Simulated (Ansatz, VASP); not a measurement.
## One calculation of PbSe, two programs

```xyz
2
Lattice="0.0000 3.0887 3.0578 3.0887 0.0000 3.0578 3.0887 3.0887 0.0000" Properties=species:S:1:pos:R:3 pbc="T T T"
Pb    0.0000    0.0000    0.0000
Se    3.0887    3.0887    3.0578
```

Change from the starting cell: uniaxial_z strain -1.0%.

Alike in both runs: task single point; functional r2SCAN; k mesh 8 × 8 × 8; no spin polarisation.

```csv
,VASP,Ansatz
version,VASP 6.6.1,Ansatz 0.2.0
potentials or method,"VASP PAW PBE potentials, release 64 (Pb_d, Se)","plane waves, PAW"
plane-wave cutoff (eV),520,500
occupations,"gaussian, width 0.01 eV",fixed
valence electrons in the cell,20,30
```

```csv
,VASP,Ansatz,Ansatz less VASP
gap on the k mesh at the Fermi level (eV),0.63,0.63,-0.006
pressure (GPa),0.6,0.6,-0.02
"traceless stress, the component that is largest in VASP (GPa)",0.82,0.82,-0.003
```

VASP's potentials were made for PBE, not for r2SCAN. VASP's potentials hold 20 valence electrons a cell and Ansatz's 30, so a difference there can come from the potentials and not from the codes.

Neither program's run includes spin-orbit coupling.
